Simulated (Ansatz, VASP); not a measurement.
# Two plane-wave programs on CaS

```xyz
2
Lattice="0.0000 2.8479 2.8479 2.8479 0.0000 2.8479 2.8479 2.8479 0.0000" Properties=species:S:1:pos:R:3 pbc="T T T"
Ca    0.0000    0.0000    0.0000
S     2.8479    2.8479    2.8479
```

Alike in both runs: task single point; functional PBE; dispersion D3(BJ); k mesh 6 × 6 × 6; no spin polarisation.

|  | VASP | Ansatz |
| --- | --- | --- |
| version | VASP 6.6.1 | Ansatz 0.2.0 |
| potentials or method | VASP PAW PBE potentials, release 64 (Ca_sv, S) | plane waves |
| plane-wave cutoff (eV) | 500 | 420 |
| occupations | gaussian, width 0.01 eV | fixed |
| valence electrons in the cell | 16 | 16 |

```csv
,VASP,Ansatz,Ansatz less VASP
gap on the k mesh at the Fermi level (eV),2.36,2.36,+0.005
pressure (GPa),-1.7,-1.9,-0.15
```
